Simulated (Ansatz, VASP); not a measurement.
**GaAs: VASP beside Ansatz**

```xyz
2
Lattice="0.0000 2.7691 2.7691 2.7691 0.0000 2.7691 2.7691 2.7691 0.0000" Properties=species:S:1:pos:R:3 pbc="T T T"
As    4.1537    4.1537    4.1537
Ga    0.0000    0.0000    0.0000
```

Alike in both runs: task single point; functional PBE-based screened hybrid; k mesh 4 × 4 × 4; occupations fermi-dirac, width 0.05 eV; no spin polarisation.

|  | VASP | Ansatz |
| --- | --- | --- |
| version | VASP 6.6.1 | Ansatz 0.2.0 |
| potentials or method | VASP PAW PBE potentials, release 64 (As, Ga_d) | Ansatz PAW |
| plane-wave cutoff (eV) | 520 | 420 |
| valence electrons in the cell | 18 | 28 |

```csv
,VASP,Ansatz,Ansatz less VASP
gap on the k mesh at the Fermi level (eV),1.81,1.79,-0.012
least direct gap on the mesh (eV),1.82,1.82,0.000
pressure (GPa),7.2,7.3,+0.17
```

VASP's potentials were made for PBE, not for PBE-based screened hybrid. VASP's potentials hold 18 valence electrons a cell and Ansatz's 28, so a difference there can come from the potentials and not from the codes.

The k mesh is coarse, so the values compare programs but aren't converged.
